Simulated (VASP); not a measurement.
# MgO (Pm) in VASP: settings compared

The runs below take MgO through single point, with PBE, r2SCAN.

Program: VASP 6.6.1. These are calculated values, not measurements. Logs are shortened: lines on timing, memory, paths and dates and some standing lists are left out, and cuts for length are marked.

**1. The cell of the first run**

Symmetry: Pm, No. 6, monoclinic system. Conventional cell: a = 2.938 Å, b = 2.680 Å, c = 2.938 Å, α = 90.00°, β = 120.00°, γ = 90.00°. Within 2.8 Å of Mg (site symmetry m) lie 6 O at 2.14 to 2.18 Å and 2 Mg at 2.68 Å. O (site symmetry m) has 6 Mg at 2.14 to 2.18 Å and 2 O at 2.68 Å within 2.8 Å.

**2. Single point, PBE**

The input, INCAR:

```
SYSTEM = MgO
ALGO = Normal ; EDIFF = 1E-7
ENCUT = 520 ; GGA = PE
ISIF = 2 ; ISMEAR = 0
LASPH = .True. ; LCHARG = .False.
LREAL = .False. ; LWAVE = .False.
NBANDS = 11 ; NELM = 80
PREC = Accurate ; SIGMA = 0.05
```

The input, KPOINTS:

```
k-points
0
Gamma
  8 8 7
  0 0 0
```

The input, POSCAR:

```
MgO
1.0
    2.9380209034      0.0000000000      0.0000000000
   -1.4690104517      2.5444007392      0.0000000000
    0.0000000000      0.0000000000      2.6796800000
Mg O
1 1
Direct
    0.0089360000      0.0030280000      0.0028050000
    0.3401990000      0.6577370000      0.5028030000
```

Potentials or basis: VASP PAW PBE potentials, release 64 (Mg, O).

On the command line:

```sh
$ cat potpaw_PBE.64/Mg/POTCAR potpaw_PBE.64/O/POTCAR > POTCAR
$ mpirun -np 1 vasp_std > vasp.out
```

OUTCAR:

```text
SYSTEM = MgO
   EDIFF = 1E-7
   ENCUT = 520
   GGA = PE
   ISIF = 2
   ISMEAR = 0
   LASPH = .True.
   LREAL = .False.
   NELM = 80
   PREC = Accurate

 ion  position               nearest neighbor table
   1  0.009  0.003  0.003-   2 2.14   2 2.14   2 2.17   2 2.17   2 2.18   2 2.18
   2  0.340  0.658  0.503-   1 2.14   1 2.14   1 2.17   1 2.17   1 2.18   1 2.18

  LATTYP: Found a hexagonal cell.
 ALAT       =     2.9380209034
 C/A-ratio  =     0.9120697531

  Lattice vectors:

 A1 = (   2.9380209034,   0.0000000000,   0.0000000000)
 A2 = (  -1.4690104517,   2.5444007392,   0.0000000000)
 A3 = (   0.0000000000,   0.0000000000,   2.6796800000)

Analysis of symmetry for initial positions (statically):
=====================================================================
 Subroutine PRICEL returns:
 Original cell was already a primitive cell.

 Routine SETGRP: Setting up the symmetry group for a
 hexagonal supercell.

 Subroutine GETGRP returns: Found  2 space group operations
 (whereof  1 operations were pure point group operations)
 out of a pool of 24 trial point group operations.

The static configuration has the point symmetry C_1 .
 The point group associated with its full space group is C_1h.

Analysis of symmetry for dynamics (positions and initial velocities):
=====================================================================
 Subroutine PRICEL returns:
 Original cell was already a primitive cell.

 Routine SETGRP: Setting up the symmetry group for a
 hexagonal supercell.

 Subroutine GETGRP returns: Found  2 space group operations
 (whereof  1 operations were pure point group operations)
 out of a pool of 24 trial point group operations.

The dynamic configuration has the point symmetry C_1 .
 The point group associated with its full space group is C_1h.

 Subroutine INISYM returns: Found  2 space group operations
 (whereof  1 operations are pure point group operations),
 and found     1 'primitive' translations

----------------------------------------------------------------------------------------

                                     Primitive cell

  volume of cell :      20.0320

  direct lattice vectors                    reciprocal lattice vectors
     2.938020903  0.000000000  0.000000000     0.340365175  0.196509926  0.000000000
    -1.469010452  2.544400739  0.000000000     0.000000000  0.393019851  0.000000000
     0.000000000  0.000000000  2.679680000     0.000000000  0.000000000  0.373178887

  length of vectors
     2.938020903  2.938020903  2.679680000     0.393019851  0.393019851  0.373178887

  position of ions in fractional coordinates (direct lattice)
     0.008936000  0.003028000  0.002805000
     0.340199000  0.657737000  0.502803000

  ion indices of the primitive-cell ions
   primitive index   ion index
                 1           1
                 2           2

----------------------------------------------------------------------------------------

 KPOINTS: k-points

Automatic generation of k-mesh.
 Grid dimensions read from file:
 generate k-points for:    8    8    7

 Generating k-lattice:

  Cartesian coordinates                     Fractional coordinates (reciprocal lattice)
     0.042545647  0.024563741  0.000000000     0.125000000  0.000000000  0.000000000
     0.000000000  0.049127481  0.000000000     0.000000000  0.125000000  0.000000000
     0.000000000  0.000000000  0.053311270     0.000000000  0.000000000  0.142857143

  Length of vectors
     0.049127481  0.049127481  0.053311270

  Shift w.r.t. Gamma in fractional coordinates (k-lattice)
     0.000000000  0.000000000  0.000000000

 Subroutine IBZKPT returns following result:
 ===========================================

 Found    136 irreducible k-points:

 Following reciprocal coordinates:
            Coordinates               Weight
  0.000000  0.000000  0.000000      1.000000
  0.125000  0.000000  0.000000      2.000000
  0.000000  0.125000  0.000000      2.000000
 -0.125000  0.125000  0.000000      2.000000
  0.250000  0.000000  0.000000      2.000000
  0.000000  0.250000  0.000000      2.000000
[... 16 lines left out ...]
  0.375000  0.125000  0.000000      2.000000
 -0.125000  0.500000  0.000000      2.000000
 [... further k-points ...]
   k-points           NKPTS =    136   k-points in BZ     NKDIM =    136   number of bands    NBANDS=     11
   number of dos      NEDOS =    301   number of ions     NIONS =      2
   total plane-waves  NPLWV =  11520
   dimension x,y,z NGX =    24 NGY =   24 NGZ =   20
   dimension x,y,z NGXF=    48 NGYF=   48 NGZF=   40
   ions per type =               1   1
   NGX,Y,Z   is equivalent  to a cutoff of  13.58, 13.58, 12.41 a.u.
   NGXF,Y,Z  is equivalent  to a cutoff of  27.16, 27.16, 24.82 a.u.
 SYSTEM =  MgO
   PREC   = accura    normal or accurate (medium, high low for compatibility)
   ISTART =      0    job   : 0-new  1-cont  2-samecut
   ICHARG =      2    charge: 1-file 2-atom 10-const
   ISPIN  =      1    spin polarized calculation?
   LNONCOLLINEAR =      F non collinear calculations
   LSORBIT =      F    spin-orbit coupling
   LASPH  =      T    aspherical Exc in radial PAW
   ENCUT  =  520.0 eV  38.22 Ry    6.18 a.u.   5.46  5.46  4.98*2*pi/ulx,y,z
   NELM   =     80;   NELMIN=  2; NELMDL= -5     # of ELM steps
   EDIFF  = 0.1E-06   stopping-criterion for ELM
   LREAL  =      F    real-space projection
   EDIFFG = 0.1E-05   stopping-criterion for IOM
   NSW    =      0    number of steps for IOM
   IBRION =     -1    ionic relax: 0-MD 1-quasi-New 2-CG
   NFREE  =      0    steps in history (QN), initial steepest desc. (CG)
   ISIF   =      2    stress and relaxation
   ISYM   =      2    0-nonsym 1-usesym 2-fastsym
   POTIM  = 0.5000    time-step for ionic-motion
   TEBEG  =    0.0;   TEEND  =   0.0 temperature during run
   PSTRESS=    0.0 pullay stress
   NELECT =       8.0000    total number of electrons
   NUPDOWN=      -1.0000    fix difference up-down
   EMIN   =  10.00;   EMAX   =-10.00  energy-range for DOS
   EFERMI =   0.00;   METHOD = LEGACY
   ISMEAR =     0;   SIGMA  =   0.05  broadening in eV -4-tet -1-fermi 0-gaus
   EFERMI_NEDOS =   21; number of points for ismear=-14 and -15
   IALGO  =     38    algorithm
   IMIX   =      4    mixing-type and parameters
     AMIX     =   0.40;   BMIX     =  1.00
     AMIX_MAG =   1.60;   BMIX_MAG =  1.00
  volume/ion in A,a.u.               =      10.02        67.59
  Fermi-wavevector in a.u.,A,eV,Ry     =   1.205583  2.278221 19.775115  1.453430
  Thomas-Fermi vector in A             =   2.341275
   LORBIT       =      0    0 simple, 1 ext, 2 COOP (PROOUT), +10 PAW based schemes
   GGA     = PE    functional components
   LHFCALC =     F    Hartree Fock is set to
   AEXX    =    0.0000 exact exchange contribution
   IVDW    =     0    specifies the selected vdW correction
   LEPSILON=     F    determine dielectric tensor
   LRPA    =     F    only Hartree local field effects (RPA)
 non-spin polarized calculation
 Gauss-broadening in eV      SIGMA  =   0.05
  energy-cutoff  :      520.00
  volume of cell :       20.03
 maximum number of plane-waves:       556
 NGX is ok and might be reduce to    24
   NGX = 11   NGY = 11   NGZ =  9

 number of electron       7.9999998 magnetization

 Free energy of the ion-electron system (eV)
  ---------------------------------------------------
  ext. energy  EPLUGINS =         0.00000000
  ---------------------------------------------------
  free energy    TOTEN  =       -11.22831630 eV

  energy without entropy =      -11.22831630  energy(sigma->0) =      -11.22831630

 E-fermi :   3.6335     XC(G=0): -10.7333

 val. band max:        3.2973069175   @ k =   0.3750   0.3750   0.0000
 cond. band min:       6.3017181189   @ k =   0.0000   0.0000   0.0000
 fundamental gap:      3.0044112014
 Fermi energy:         3.6335132182

 k-point     1 :       0.0000    0.0000    0.0000
  band No.  band energies     occupation
      1     -14.1288      2.00000
      2       2.6822      2.00000
      3       2.7219      2.00000
      4       2.9021      2.00000
      5       6.3017      0.00000
      6      15.1724      0.00000
      7      18.8226      0.00000
      8      18.9156      0.00000
      9      23.1286      0.00000
     10      24.1770      0.00000
     11      25.6637      0.00000

 k-point     2 :       0.1250    0.0000    0.0000
  band No.  band energies     occupation
      1     -13.9946      2.00000
      2       1.7455      2.00000
      3       2.5858      2.00000
      4       2.9512      2.00000
      5       7.2132      0.00000
      6      15.1440      0.00000
      7      17.6006      0.00000
      8      19.2645      0.00000
      9      23.9091      0.00000
     10      24.3869      0.00000
     11      26.0957      0.00000

 k-point     3 :       0.0000    0.1250    0.0000
  band No.  band energies     occupation
      1     -13.9942      2.00000
      2       1.7305      2.00000
      3       2.6071      2.00000
      4       2.9501      2.00000
      5       7.2014      0.00000
      6      15.1546      0.00000
      7      17.5540      0.00000
      8      19.3022      0.00000
      9      23.9201      0.00000
     10      24.5131      0.00000
     11      25.9444      0.00000

 k-point     4 :      -0.1250    0.1250    0.0000
  band No.  band energies     occupation
      1     -13.9948      2.00000
      2       1.7549      2.00000
      3       2.5729      2.00000
      4       2.9519      2.00000
      5       7.2201      0.00000
      6      15.1363      0.00000
      7      17.6390      0.00000
      8      19.2300      0.00000
      9      23.9035      0.00000
     10      24.3309      0.00000
     11      26.1733      0.00000
[... 239 lines left out ...]
 k-point    22 :       0.3750   -0.1250    0.0000
  band No.  band energies     occupation
      1     -13.3869      2.00000
      2      -0.5360      2.00000
      3       1.7779      2.00000
      4       3.1656      2.00000
      5       9.7102      0.00000
      6      13.8660      0.00000
      7      17.0005      0.00000
      8      20.2255      0.00000
      9      22.7975      0.00000
     10      24.9387      0.00000
     11      27.2677      0.00000

 k-point    23 :       0.3750    0.1250    0.0000
  band No.  band energies     occupation
      1     -13.1011      2.00000
      2      -1.2908      2.00000
      3       1.4594      2.00000
      4       3.2552      2.00000
      5      10.4352      0.00000
      6      13.7619      0.00000
      7      16.3454      0.00000
      8      21.2899      0.00000
      9      22.3678      0.00000
     10      25.0067      0.00000
     11      26.4103      0.00000

 k-point    24 :      -0.1250    0.5000    0.0000
  band No.  band energies     occupation
      1     -13.0989      2.00000
      2      -1.3006      2.00000
      3       1.4736      2.00000
      4       3.2500      2.00000
      5      10.3845      0.00000
      6      13.7789      0.00000
      7      16.4031      0.00000
      8      21.2400      0.00000
      9      22.4142      0.00000
     10      25.0414      0.00000
     11      26.3814      0.00000

 [... further k-points ...]
[... 5 lines left out ...]
  --------------------------------------------------------------------------------------
  -------------------------------------------------------------------------------------
  Total       -0.0775540     -0.0712616     -0.0777378     -0.0016998      0.0000000      0.0000000
  in kB       -6.2028501     -5.6995783     -6.2175537     -0.1359554      0.0000000      0.0000000
  external PRESSURE =      -6.0399940 kB  Pullay stress =       0.0000000 kB

 VOLUME and BASIS-vectors are now :
 -----------------------------------------------------------------------------
  energy-cutoff  :      520.00
  volume of cell :       20.03
      direct lattice vectors                 reciprocal lattice vectors
     2.938020903  0.000000000  0.000000000     0.340365175  0.196509926  0.000000000
    -1.469010452  2.544400739  0.000000000     0.000000000  0.393019851  0.000000000
     0.000000000  0.000000000  2.679680000     0.000000000  0.000000000  0.373178887

 POSITION                                       TOTAL-FORCE (eV/Angst)
 -----------------------------------------------------------------------------------
      0.02181      0.00770      0.00752         0.034970     -0.109704      0.000000
      0.03329      1.67355      1.34735        -0.034970      0.109704      0.000000
 -----------------------------------------------------------------------------------
    total drift:                                0.000026      0.000001      0.006556

  FREE ENERGIE OF THE ION-ELECTRON SYSTEM (eV)
  ---------------------------------------------------
  free  energy   TOTEN  =       -11.2283162988 eV

  energy  without entropy=      -11.2283162988  energy(sigma->0) =      -11.22831630
```

It took 8 s on 1 thread of Intel Xeon 6975P-C (Granite Rapids), shared host; peak memory 0.15 GiB.

Results:

```yaml
Free_energy: -11.2283 eV
Pressure: -0.6 GPa
Largest_force: 0.115 eV/Å
Band_gap_on_the_k_mesh: 3.00 eV, indirect (least direct gap 3.40 eV)
```

Forces in eV/Å, atoms in the order of the input:
```
Mg   0.035 -0.110  0.000
O   -0.035  0.110  0.000
```

Levels at points of the mesh, in eV from the valence-band top:
| k point | band 1 | band 2 | band 3 | band 4 | band 5 | band 6 | band 7 | band 8 | band 9 |
| --- | --- | --- | --- | --- | --- | --- | --- | --- | --- |
| (0.00, 0.00, 0.00) | -17.43 | -0.62 | -0.58 | -0.40 | 3.00 | 11.88 | 15.53 | 15.62 | 19.83 |
| (0.50, 0.00, 0.00) | -16.39 | -4.87 | -1.31 | -0.04 | 6.61 | 10.53 | 13.08 | 17.80 | 18.86 |
| (0.00, 0.50, 0.00) | -16.39 | -4.88 | -1.29 | -0.05 | 6.54 | 10.52 | 13.18 | 17.81 | 18.93 |
| (0.50, 0.50, 0.00) | -16.40 | -4.86 | -1.32 | -0.04 | 6.65 | 10.54 | 13.03 | 17.80 | 18.83 |

**3. Single point, PBE**

The input, INCAR:

```
PREC     = Accurate       # precision mode
ENCUT    = 520            # plane-wave cutoff, eV
EDIFF    = 1E-7           # SCF threshold, eV
ISMEAR   = 0              # smearing method
SIGMA    = 0.05           # smearing width, eV
LREAL    = False          # projectors in reciprocal space
LASPH    = True           # aspherical terms in the spheres
NELM     = 80             # most SCF steps
ALGO     = Normal         # electronic algorithm
ISIF     = 2              # what is computed and relaxed
LWAVE    = False          # write WAVECAR
LCHARG   = False          # write CHGCAR
GGA      = PE             # functional
NBANDS   = 11             # bands
```

The input, KPOINTS:

```
regular mesh
0
Gamma
  8 8 7
```

POSCAR is that of step 2.

Potentials or basis: VASP PAW PBE potentials, release 64 (Mg, O).

On the command line:

```sh
$ cat potpaw_PBE.64/Mg/POTCAR potpaw_PBE.64/O/POTCAR > POTCAR
$ mpirun -np 1 vasp_std > vasp.out
```

Run time: 8.7 s. Hardware: 1 thread of Intel Xeon 6975P-C (Granite Rapids), shared host; peak memory 0.15 GiB.

It converged, with:

- Free energy: -11.2283 eV
- Pressure: -0.6 GPa
- Largest force: 0.115 eV/Å
- Band gap on the k mesh: 3.00 eV, indirect (least direct gap 3.40 eV)

Forces on the atoms (eV/Å):
```
Mg   0.035 -0.110  0.000
O   -0.035  0.110  0.000
```

Levels at points of the mesh, in eV from the valence-band top:
| k point | band 2 | band 3 | band 4 | band 5 | band 6 | band 7 |
| --- | --- | --- | --- | --- | --- | --- |
| (0.00, 0.00, 0.00) | -0.62 | -0.58 | -0.40 | 3.00 | 11.88 | 15.53 |
| (0.50, 0.00, 0.00) | -4.87 | -1.31 | -0.04 | 6.61 | 10.53 | 13.08 |
| (0.00, 0.50, 0.00) | -4.88 | -1.29 | -0.05 | 6.54 | 10.52 | 13.18 |
| (0.50, 0.50, 0.00) | -4.86 | -1.32 | -0.04 | 6.65 | 10.54 | 13.03 |

A k mesh can miss the band edges. As with any semilocal functional, this PBE gap is likely too small.

(Continued in part 2 of 2.)
